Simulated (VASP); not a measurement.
# KI (Fm-3m) in VASP: notebook

KI is run at these levels: r2SCAN, PBE, HSE06, PBE0; tasks: single point.

All numbers are computed with VASP 6.6.1; they aren't measurements. Logs are shortened: lines on timing, memory, paths and dates and some standing lists are left out, and cuts for length are marked.

## Step 1: The cell of the first run

It takes space group Fm-3m (No. 225, cubic). Conventional cell: a = 7.089 Å, b = 7.089 Å, c = 7.089 Å, α = 90.00°, β = 90.00°, γ = 90.00°. Within 4.7 Å of K (site symmetry m-3m) lie 6 I at 3.54 Å. I (site symmetry m-3m) has 6 K at 3.54 Å within 4.7 Å.

## Step 2: Single point, r2SCAN

Contents of POSCAR:

```
KI
1.0
    0.0000000000      3.5444850633      3.5444850633
    3.5444850633      0.0000000000      3.5444850633
    3.5444850633      3.5444850633      0.0000000000
K I
1 1
Direct
    0.0000000000      0.0000000000      0.0000000000
    0.5000000000      0.5000000000      0.5000000000
```

Contents of INCAR.step1:

```
SYSTEM = KI
PREC     = Accurate       ! precision mode
ENCUT    = 520            ! plane-wave cutoff, eV
ISMEAR   = 0              ! smearing method
SIGMA    = 0.01           ! smearing width, eV
LREAL    = .False.        ! projectors in reciprocal space
LASPH    = .True.         ! aspherical terms in the spheres
NELM     = 60             ! most SCF steps
NBANDS   = 15             ! bands
GGA      = PE             ! functional
ALGO     = Normal         ! electronic algorithm
EDIFF    = 1E-4           ! SCF threshold, eV
LWAVE    = .True.         ! write WAVECAR
LCHARG   = .False.        ! write CHGCAR
```

Contents of INCAR.step2:

```
SYSTEM = KI
PREC     = Accurate       ! precision mode
ENCUT    = 520            ! plane-wave cutoff, eV
EDIFF    = 1E-6           ! SCF threshold, eV
ISMEAR   = 0              ! smearing method
SIGMA    = 0.01           ! smearing width, eV
LREAL    = .False.        ! projectors in reciprocal space
LASPH    = .True.         ! aspherical terms in the spheres
NELM     = 60             ! most SCF steps
ALGO     = Normal         ! electronic algorithm
ISIF     = 2              ! what is computed and relaxed
LWAVE    = .False.        ! write WAVECAR
LCHARG   = .False.        ! write CHGCAR
METAGGA  = R2SCAN         ! meta-GGA
LMIXTAU  = .True.       
NBANDS   = 15             ! bands
ISTART   = 1
```

Contents of KPOINTS:

```
Automatic mesh
0
Gamma
  4 4 4
  0 0 0
```

Potentials or basis: VASP PAW PBE potentials, release 64 (K_sv, I).

Run with:

```
$ cat potpaw_PBE.64/K_sv/POTCAR potpaw_PBE.64/I/POTCAR > POTCAR
$ cp INCAR.step1 INCAR
$ mpirun -np 1 vasp_std > vasp.out
$ cp INCAR.step2 INCAR
$ mpirun -np 1 vasp_std > vasp.out
```

OUTCAR:

```text
SYSTEM = KI
   PREC = Accurate
   ENCUT = 520
   EDIFF = 1E-6
   ISMEAR = 0
   LREAL = .False.
   LASPH = .True.
   NELM = 60
   ISIF = 2
   METAGGA = R2SCAN
   ISTART = 1

 ion  position               nearest neighbor table
   1  0.000  0.000  0.000-   2 3.54   2 3.54   2 3.54   2 3.54   2 3.54   2 3.54
   2  0.500  0.500  0.500-   1 3.54   1 3.54   1 3.54   1 3.54   1 3.54   1 3.54

  LATTYP: Found a face centered cubic cell.
 ALAT       =     7.0889701266

  Lattice vectors:

 A1 = (   0.0000000000,   3.5444850633,   3.5444850633)
 A2 = (   3.5444850633,   0.0000000000,   3.5444850633)
 A3 = (   3.5444850633,   3.5444850633,   0.0000000000)

Analysis of symmetry for initial positions (statically):
=====================================================================
 Subroutine PRICEL returns:
 Original cell was already a primitive cell.

 Routine SETGRP: Setting up the symmetry group for a
 face centered cubic supercell.

 Subroutine GETGRP returns: Found 48 space group operations
 (whereof 48 operations were pure point group operations)
 out of a pool of 48 trial point group operations.

The static configuration has the point symmetry O_h .

Analysis of symmetry for dynamics (positions and initial velocities):
=====================================================================
 Subroutine PRICEL returns:
 Original cell was already a primitive cell.

 Routine SETGRP: Setting up the symmetry group for a
 face centered cubic supercell.

 Subroutine GETGRP returns: Found 48 space group operations
 (whereof 48 operations were pure point group operations)
 out of a pool of 48 trial point group operations.

The dynamic configuration has the point symmetry O_h .

 Subroutine INISYM returns: Found 48 space group operations
 (whereof 48 operations are pure point group operations),
 and found     1 'primitive' translations

----------------------------------------------------------------------------------------

                                     Primitive cell

  volume of cell :      89.0614

  direct lattice vectors                    reciprocal lattice vectors
     0.000000000  3.544485063  3.544485063    -0.141064214  0.141064214  0.141064214
     3.544485063  0.000000000  3.544485063     0.141064214 -0.141064214  0.141064214
     3.544485063  3.544485063  0.000000000     0.141064214  0.141064214 -0.141064214

  length of vectors
     5.012658848  5.012658848  5.012658848     0.244330386  0.244330386  0.244330386

  position of ions in fractional coordinates (direct lattice)
     0.000000000  0.000000000  0.000000000
     0.500000000  0.500000000  0.500000000

  ion indices of the primitive-cell ions
   primitive index   ion index
                 1           1
                 2           2

----------------------------------------------------------------------------------------

 KPOINTS: Automatic mesh

Automatic generation of k-mesh.
 Grid dimensions read from file:
 generate k-points for:    4    4    4

 Generating k-lattice:

  Cartesian coordinates                     Fractional coordinates (reciprocal lattice)
    -0.035266054  0.035266054  0.035266054     0.250000000  0.000000000  0.000000000
     0.035266054 -0.035266054  0.035266054     0.000000000  0.250000000  0.000000000
     0.035266054  0.035266054 -0.035266054     0.000000000  0.000000000  0.250000000

  Length of vectors
     0.061082597  0.061082597  0.061082597

  Shift w.r.t. Gamma in fractional coordinates (k-lattice)
     0.000000000  0.000000000  0.000000000

 Subroutine IBZKPT returns following result:
 ===========================================

 Found      8 irreducible k-points:

 Following reciprocal coordinates:
            Coordinates               Weight
  0.000000  0.000000  0.000000      1.000000
  0.250000  0.000000  0.000000      8.000000
  0.500000  0.000000  0.000000      4.000000
  0.250000  0.250000  0.000000      6.000000
  0.500000  0.250000  0.000000     24.000000
 -0.250000  0.250000  0.000000     12.000000
  0.500000  0.500000  0.000000      3.000000
 -0.250000  0.500000  0.250000      6.000000
   k-points           NKPTS =      8   k-points in BZ     NKDIM =      8   number of bands    NBANDS=     15
   number of dos      NEDOS =    301   number of ions     NIONS =      2
   total plane-waves  NPLWV =  64000
   dimension x,y,z NGX =    40 NGY =   40 NGZ =   40
   dimension x,y,z NGXF=    80 NGYF=   80 NGZF=   80
   ions per type =               1   1
   NGX,Y,Z   is equivalent  to a cutoff of  13.27, 13.27, 13.27 a.u.
   NGXF,Y,Z  is equivalent  to a cutoff of  26.53, 26.53, 26.53 a.u.
 SYSTEM =  KI
   PREC   = accura    normal or accurate (medium, high low for compatibility)
   ISTART =      1    job   : 0-new  1-cont  2-samecut
   ICHARG =      0    charge: 1-file 2-atom 10-const
   ISPIN  =      1    spin polarized calculation?
   LNONCOLLINEAR =      F non collinear calculations
   LSORBIT =      F    spin-orbit coupling
   LASPH  =      T    aspherical Exc in radial PAW
   ENCUT  =  520.0 eV  38.22 Ry    6.18 a.u.   9.32  9.32  9.32*2*pi/ulx,y,z
   NELM   =     60;   NELMIN=  2; NELMDL=  0     # of ELM steps
   EDIFF  = 0.1E-05   stopping-criterion for ELM
   LREAL  =      F    real-space projection
   EDIFFG = 0.1E-04   stopping-criterion for IOM
   NSW    =      0    number of steps for IOM
   IBRION =     -1    ionic relax: 0-MD 1-quasi-New 2-CG
   NFREE  =      0    steps in history (QN), initial steepest desc. (CG)
   ISIF   =      2    stress and relaxation
   ISYM   =      2    0-nonsym 1-usesym 2-fastsym
   POTIM  = 0.5000    time-step for ionic-motion
   TEBEG  =    0.0;   TEEND  =   0.0 temperature during run
   PSTRESS=    0.0 pullay stress
   NELECT =      16.0000    total number of electrons
   NUPDOWN=      -1.0000    fix difference up-down
   EMIN   =  10.00;   EMAX   =-10.00  energy-range for DOS
   EFERMI =   0.00;   METHOD = LEGACY
   ISMEAR =     0;   SIGMA  =   0.01  broadening in eV -4-tet -1-fermi 0-gaus
   EFERMI_NEDOS =   21; number of points for ismear=-14 and -15
   IALGO  =     38    algorithm
   IMIX   =      4    mixing-type and parameters
     AMIX     =   0.40;   BMIX     =  1.00
     AMIX_MAG =   1.60;   BMIX_MAG =  1.00
  volume/ion in A,a.u.               =      44.53       300.51
  Fermi-wavevector in a.u.,A,eV,Ry     =   0.923744  1.745623 11.609894  0.853303
  Thomas-Fermi vector in A             =   2.049414
   LORBIT       =      0    0 simple, 1 ext, 2 COOP (PROOUT), +10 PAW based schemes
   METAGGA = R2SCAN    functional components
   LHFCALC =     F    Hartree Fock is set to
   AEXX    =    0.0000 exact exchange contribution
   IVDW    =     0    specifies the selected vdW correction
   LEPSILON=     F    determine dielectric tensor
   LRPA    =     F    only Hartree local field effects (RPA)
 non-spin polarized calculation
 Gauss-broadening in eV      SIGMA  =   0.01
  energy-cutoff  :      520.00
  volume of cell :       89.06
 maximum number of plane-waves:      2421
 NGX is ok and might be reduce to    40
   NGX = 19   NGY = 19   NGZ = 19

 number of electron      15.9999999 magnetization

 Free energy of the ion-electron system (eV)
  ---------------------------------------------------
  ext. energy  EPLUGINS =         0.00000000
  ---------------------------------------------------
  free energy    TOTEN  =       -33.98369404 eV

  energy without entropy =      -33.98369404  energy(sigma->0) =      -33.98369404

 E-fermi :  -0.6578     XC(G=0):  -7.4760

 val. band max:       -0.8055553638   @ k =   0.0000   0.0000   0.0000
 cond. band min:       3.7765233317   @ k =   0.0000   0.0000   0.0000
 fundamental gap:      4.5820786954
 Fermi energy:        -0.6577604040

 k-point     1 :       0.0000    0.0000    0.0000
  band No.  band energies     occupation
      1     -30.4827      2.00000
      2     -13.1965      2.00000
      3     -13.1965      2.00000
      4     -13.1965      2.00000
      5     -11.6029      2.00000
      6      -0.8056      2.00000
      7      -0.8056      2.00000
      8      -0.8056      2.00000
      9       3.7765      0.00000
     10       6.2473      0.00000
     11       6.2473      0.00000
     12       6.2473      0.00000
     13       7.0917      0.00000
     14       7.0917      0.00000
     15       9.4466      0.00000

 k-point     2 :       0.2500    0.0000    0.0000
  band No.  band energies     occupation
      1     -30.4817      2.00000
      2     -13.2712      2.00000
      3     -13.1974      2.00000
      4     -13.1974      2.00000
      5     -11.4606      2.00000
      6      -1.5415      2.00000
      7      -0.9765      2.00000
      8      -0.9765      2.00000
      9       4.8305      0.00000
     10       6.3025      0.00000
     11       6.8827      0.00000
     12       6.8828      0.00000
     13       7.7976      0.00000
     14       7.7976      0.00000
     15      10.2664      0.00000

 k-point     3 :       0.5000    0.0000    0.0000
  band No.  band energies     occupation
      1     -30.4808      2.00000
      2     -13.3366      2.00000
      3     -13.1983      2.00000
      4     -13.1983      2.00000
      5     -11.3246      2.00000
      6      -2.1024      2.00000
      7      -1.1328      2.00000
      8      -1.1328      2.00000
      9       5.2060      0.00000
     10       7.5001      0.00000
     11       7.9406      0.00000
     12       7.9406      0.00000
     13       8.6014      0.00000
     14       8.6014      0.00000
     15       9.3925      0.00000
[... 55 lines left out ...]
 k-point     7 :       0.5000    0.5000    0.0000
  band No.  band energies     occupation
      1     -30.4802      2.00000
      2     -13.2387      2.00000
      3     -13.2136      2.00000
      4     -13.2136      2.00000
      5     -11.4523      2.00000
      6      -1.8093      2.00000
      7      -1.1742      2.00000
      8      -1.1742      2.00000
      9       4.5834      0.00000
     10       5.6673      0.00000
     11       8.0188      0.00000
     12       8.5892      0.00000
     13       8.7101      0.00000
     14       9.5217      0.00000
     15       9.5218      0.00000

 k-point     8 :      -0.2500    0.5000    0.2500
  band No.  band energies     occupation
      1     -30.4802      2.00000
      2     -13.2443      2.00000
      3     -13.2260      2.00000
      4     -13.2260      2.00000
      5     -11.3957      2.00000
      6      -1.5348      2.00000
      7      -1.5348      2.00000
      8      -1.3889      2.00000
      9       6.1584      0.00000
     10       6.1584      0.00000
     11       6.5487      0.00000
     12       8.1398      0.00000
     13       8.7378      0.00000
     14       9.5608      0.00000
     15      10.0528      0.00000

------------------------ aborting loop because EDIFF is reached ----------------------------------------

  FORCE on cell =-STRESS in cart. coord.  units (eV):
  Direction    XX          YY          ZZ          XY          YZ          ZX
  --------------------------------------------------------------------------------------
  -------------------------------------------------------------------------------------
  Total        0.0135754      0.0135754      0.0135754      0.0000000      0.0000000      0.0000000
  in kB        0.2442163      0.2442163      0.2442163      0.0000000      0.0000000      0.0000000
  external PRESSURE =       0.2442163 kB  Pullay stress =       0.0000000 kB

 VOLUME and BASIS-vectors are now :
 -----------------------------------------------------------------------------
  energy-cutoff  :      520.00
  volume of cell :       89.06
      direct lattice vectors                 reciprocal lattice vectors
     0.000000000  3.544485063  3.544485063    -0.141064214  0.141064214  0.141064214
     3.544485063  0.000000000  3.544485063     0.141064214 -0.141064214  0.141064214
     3.544485063  3.544485063  0.000000000     0.141064214  0.141064214 -0.141064214

 POSITION                                       TOTAL-FORCE (eV/Angst)
 -----------------------------------------------------------------------------------
      0.00000      0.00000      0.00000         0.000000      0.000000      0.000000
      3.54449      3.54449      3.54449         0.000000      0.000000      0.000000
 -----------------------------------------------------------------------------------
    total drift:                                0.000000     -0.000000     -0.000000

  FREE ENERGIE OF THE ION-ELECTRON SYSTEM (eV)
  ---------------------------------------------------
  free  energy   TOTEN  =       -33.9836940448 eV

  energy  without entropy=      -33.9836940448  energy(sigma->0) =      -33.98369404
```

It took 61 s on 1 thread of Intel Xeon Platinum 8259CL at 2.50GHz (Skylake/Cascade Lake), shared host; peak memory 0.26 GiB.

What came out:

```yaml
Free_energy: -33.9837 eV
Pressure: 0.0 GPa
Band_gap_on_the_k_mesh: 4.58 eV
```

Caveat: the PAW data sets were made with another functional, which shifts forces and pressure a little; spin-orbit coupling is left out, which moves the levels of the heavy elements.

## Step 3: Single point, PBE

Contents of INCAR:

```
PREC = Accurate
ENCUT = 520
EDIFF = 1E-6
ISMEAR = 0
SIGMA = 0.01
LREAL = F
LASPH = T
NELM = 100
ALGO = Normal
ISIF = 2
LWAVE = F
LCHARG = F
GGA = PE
NBANDS = 15
```

Contents of KPOINTS:

```
Automatic mesh
0
Gamma
  6 6 6
```

POSCAR is that of step 2.

Potentials or basis: VASP PAW PBE potentials, release 64 (K_sv, I).

Run with:

```
$ cat potpaw_PBE.64/K_sv/POTCAR potpaw_PBE.64/I/POTCAR > POTCAR
$ mpirun -np 1 vasp_std > vasp.out
```

OUTCAR:

```text
PREC = Accurate
   ENCUT = 520
   EDIFF = 1E-6
   ISMEAR = 0
   LREAL = F
   LASPH = T
   NELM = 100
   ISIF = 2
   GGA = PE

 ion  position               nearest neighbor table
   1  0.000  0.000  0.000-   2 3.54   2 3.54   2 3.54   2 3.54   2 3.54   2 3.54
   2  0.500  0.500  0.500-   1 3.54   1 3.54   1 3.54   1 3.54   1 3.54   1 3.54

  LATTYP: Found a face centered cubic cell.
 ALAT       =     7.0889701266

  Lattice vectors:

 A1 = (   0.0000000000,   3.5444850633,   3.5444850633)
 A2 = (   3.5444850633,   0.0000000000,   3.5444850633)
 A3 = (   3.5444850633,   3.5444850633,   0.0000000000)

Analysis of symmetry for initial positions (statically):
=====================================================================
 Subroutine PRICEL returns:
 Original cell was already a primitive cell.

 Routine SETGRP: Setting up the symmetry group for a
 face centered cubic supercell.

 Subroutine GETGRP returns: Found 48 space group operations
 (whereof 48 operations were pure point group operations)
 out of a pool of 48 trial point group operations.

[... 165 lines left out ...]
      3     -12.4729      2.00000
      4     -12.4729      2.00000
      5     -10.9543      2.00000
      6      -0.4669      2.00000
      7      -0.4669      2.00000
      8      -0.4669      2.00000
      9       3.4726      0.00000
     10       6.0337      0.00000
     11       6.0337      0.00000
     12       6.0337      0.00000
     13       6.7444      0.00000
     14       6.7444      0.00000
[... 257 lines left out ...]
      2     -12.5129      2.00000
      3     -12.5096      2.00000
      4     -12.4968      2.00000
      5     -10.7737      2.00000
      6      -1.3238      2.00000
      7      -1.0196      2.00000
      8      -1.0001      2.00000
      9       5.2047      0.00000
     10       5.8961      0.00000
     11       6.9224      0.00000
     12       7.8186      0.00000
     13       8.0596      0.00000
     14       9.1474      0.00000
     15       9.5689      0.00000

------------------------ aborting loop because EDIFF is reached ----------------------------------------

  FORCE on cell =-STRESS in cart. coord.  units (eV):
  Direction    XX          YY          ZZ          XY          YZ          ZX
  --------------------------------------------------------------------------------------
  -------------------------------------------------------------------------------------
  Total        0.2723359      0.2723359      0.2723359      0.0000000      0.0000000      0.0000000
  in kB        4.8992094      4.8992094      4.8992094      0.0000000      0.0000000      0.0000000
  external PRESSURE =       4.8992094 kB  Pullay stress =       0.0000000 kB

 VOLUME and BASIS-vectors are now :
 -----------------------------------------------------------------------------
  energy-cutoff  :      520.00
  volume of cell :       89.06
      direct lattice vectors                 reciprocal lattice vectors
     0.000000000  3.544485063  3.544485063    -0.141064214  0.141064214  0.141064214
     3.544485063  0.000000000  3.544485063     0.141064214 -0.141064214  0.141064214
     3.544485063  3.544485063  0.000000000     0.141064214  0.141064214 -0.141064214

 POSITION                                       TOTAL-FORCE (eV/Angst)
 -----------------------------------------------------------------------------------
      0.00000      0.00000      0.00000        -0.000000     -0.000000     -0.000000
      3.54449      3.54449      3.54449         0.000000      0.000000      0.000000
 -----------------------------------------------------------------------------------
    total drift:                                0.000000     -0.000000     -0.000000

  FREE ENERGIE OF THE ION-ELECTRON SYSTEM (eV)
  ---------------------------------------------------
  free  energy   TOTEN  =        -5.5594651756 eV

  energy  without entropy=       -5.5594651756  energy(sigma->0) =       -5.55946518
```

OSZICAR:

```text
N       E                     dE             d eps       ncg     rms          rms(c)
DAV:   1     0.898220618899E+02    0.89822E+02   -0.64496E+03   480   0.906E+02
DAV:   2    -0.319247817881E+00   -0.90141E+02   -0.83886E+02   622   0.212E+02
DAV:   3    -0.541225957576E+01   -0.50930E+01   -0.50704E+01   656   0.438E+01
DAV:   4    -0.563932171985E+01   -0.22706E+00   -0.22700E+00   801   0.831E+00
DAV:   5    -0.564187105186E+01   -0.25493E-02   -0.25493E-02   656   0.896E-01    0.300E+00
DAV:   6    -0.555768330832E+01    0.84188E-01   -0.95687E-02   627   0.179E+00    0.214E+00
DAV:   7    -0.555352533063E+01    0.41580E-02   -0.11340E-01   641   0.168E+00    0.783E-01
DAV:   8    -0.555880000723E+01   -0.52747E-02   -0.11913E-02   516   0.705E-01    0.130E-01
DAV:   9    -0.555929686745E+01   -0.49686E-03   -0.92522E-04   655   0.178E-01    0.790E-02
DAV:  10    -0.555941409127E+01   -0.11722E-03   -0.11530E-04   564   0.583E-02    0.215E-02
DAV:  11    -0.555946530532E+01   -0.51214E-04   -0.64215E-05   522   0.468E-02    0.180E-02
DAV:  12    -0.555946517560E+01    0.12972E-06   -0.25888E-06   654   0.124E-02
   1 F= -.55594652E+01 E0= -.55594652E+01  d E =-.104712E-15
```

Wall time 23 s (1 thread of Intel Xeon Platinum 8259CL at 2.50GHz (Skylake/Cascade Lake), shared host); peak memory 0.24 GiB.

Results:

- Free energy: -5.5595 eV
- Pressure: 0.5 GPa
- Band gap on the k mesh: 3.94 eV

Levels at points of the mesh, in eV from the valence-band top:
| k point | band 6 | band 7 | band 8 | band 9 | band 10 | band 11 |
| --- | --- | --- | --- | --- | --- | --- |
| (0.00, 0.00, 0.00) | 0.00 | 0.00 | 0.00 | 3.94 | 6.50 | 6.50 |
| (0.50, 0.00, 0.00) | -1.30 | -0.33 | -0.33 | 5.51 | 7.68 | 8.12 |
| (0.50, 0.50, 0.00) | -0.98 | -0.36 | -0.36 | 4.95 | 5.74 | 8.09 |

Caveat: spin-orbit coupling is left out, which moves the levels of the heavy elements.

[end of part 1 of 2]
